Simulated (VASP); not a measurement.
The system is BN.

```
B N
1.0
     2.50058    0.00000    0.00000
    -1.25029    2.16557    0.00000
     0.00000    0.00000    6.52364
B N
2 2
Direct
  0.33333 0.66667 0.25000
  0.66667 0.33333 0.75000
  0.33333 0.66667 0.75000
  0.66667 0.33333 0.25000
```

Base run:

```yaml
Program: VASP 6.6.1
Functional: r2SCAN
Potentials_or_basis: VASP PAW PBE potentials, release 64 (B, N)
Cutoff: 520 eV
k_mesh: 12 × 12 × 4
Occupations: gaussian, width 0.01 eV
Spin: no spin polarisation
```

Its results: band gap on the k mesh 4.84 eV, indirect (least direct gap 5.25 eV); pressure 1.0 GPa.

The run is repeated on the same cell with these changes: functional from r2SCAN to PBE; k mesh from 12 × 12 × 4 to 6 × 6 × 2. What comes out?

Band gap on the k mesh 4.26 eV, indirect (least direct gap 4.65 eV); pressure 4.7 GPa.

Several settings changed at once, so the effect can't be laid on one alone.

Caveats: some runs use coarse meshes; the PAW data sets were made with another functional, which shifts forces and pressure a little (some runs); this functional lacks dispersion, which binds the layers, so the pressure and a relaxed spacing across them are unreliable (some runs).

A k mesh can miss the band edges.
